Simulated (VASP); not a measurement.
## MnO: single point with PBE

Crystal: MnO.

```xyz
2
Lattice="0.0000 2.2684 2.2239 2.2684 0.0000 2.2239 2.2684 2.2684 0.0000" Properties=species:S:1:pos:R:3 pbc="T T T"
Mn    0.0000    0.0000    0.0000
O     2.2684    2.2684    2.2239
```

- Program: VASP 6.6.1
- Task: single point
- Functional: PBE
- Potentials or basis: VASP PAW PBE potentials, release 64 (Mn_pv, O)
- Cutoff: 520 eV
- k mesh: 9 × 9 × 9
- Occupations: fermi-dirac, width 0.05 eV
- Spin: collinear spin, ferromagnetic start
- Starting moments: [4.0, 0.0] μB

The pressure is -4.6 GPa, the net moment is 4.84 μB per cell and the site moments are Mn +4.39; O +0.20 μB. The valence electrons inside the program's atomic spheres are Mn 11.31; O 4.96.

Stress tensor (GPa, compression positive):
```
-4.46  0.00  0.00
 0.00 -4.46  0.00
 0.00  0.00 -4.88
```

Levels at points of the mesh, in eV from the Fermi level:
Spin up:
| k point | band 8 | band 9 | band 10 | band 11 | band 12 | band 13 | band 14 | band 15 | band 16 | band 17 |
| --- | --- | --- | --- | --- | --- | --- | --- | --- | --- | --- |
| (0.00, 0.00, 0.00) | -3.19 | -3.19 | -3.11 | -2.70 | -2.65 | -0.65 | 13.88 | 16.03 | 16.03 | 16.03 |
Spin down:
| k point | band 3 | band 4 | band 5 | band 6 | band 7 | band 8 | band 9 | band 10 | band 11 | band 12 |
| --- | --- | --- | --- | --- | --- | --- | --- | --- | --- | --- |
| (0.00, 0.00, 0.00) | -45.65 | -19.47 | -3.20 | -3.13 | -3.13 | 0.64 | 0.83 | 0.83 | 0.93 | 1.43 |

It took 28 s on 1 thread of Intel(R) Xeon(R) 6975P-C (Granite Rapids) (shared host), peak memory 0.18 GiB.

Caveat: a cell with one magnetic atom can't hold antiferromagnetic order, which such compounds often take; semilocal functionals often make such compounds metallic where correlation or magnetic order opens a gap, which also shifts bond lengths. With open d or f shells a metallic result of PBE can be an artefact of self-interaction; +U or a hybrid may open a gap.
